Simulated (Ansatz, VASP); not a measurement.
# One calculation of TiC2, two programs

```
Ti C
1.0
     1.44479   -6.27108    0.00000
     1.44479    6.27108    0.00000
     0.00000    0.00000    2.70804
Ti C
2 4
Direct
  0.88424 0.11576 0.75000
  0.11576 0.88424 0.25000
  0.53130 0.46870 0.75000
  0.46870 0.53130 0.25000
  0.25067 0.74933 0.75000
  0.74933 0.25067 0.25000
```

Alike in both runs: task relaxation of cell and atoms; functional PBE; k mesh 12 × 12 × 14; occupations gaussian, width 0.1 eV; no spin polarisation.

|  | VASP | Ansatz |
| --- | --- | --- |
| version | VASP 6.6.1 | Ansatz 0.2.0 |
| potentials or method | VASP PAW PBE potentials, release 64 (Ti_sv, C), cutoff 600 eV | scalar-relativistic, plane waves, PAW |
| valence electrons in the cell | 40 | 40 |

```csv
,VASP,Ansatz,Ansatz less VASP
"gap on the k mesh at the Fermi level, each at its own relaxed structure (eV)",none,none,-
relaxed volume (Å³/atom),8.19,8.18,-0.004
relaxed length of the cell vector where the two differ most in proportion (Å),6.467,6.463,-0.0041
```

A gap of «none» marks a metal or a gap that the smearing closes.
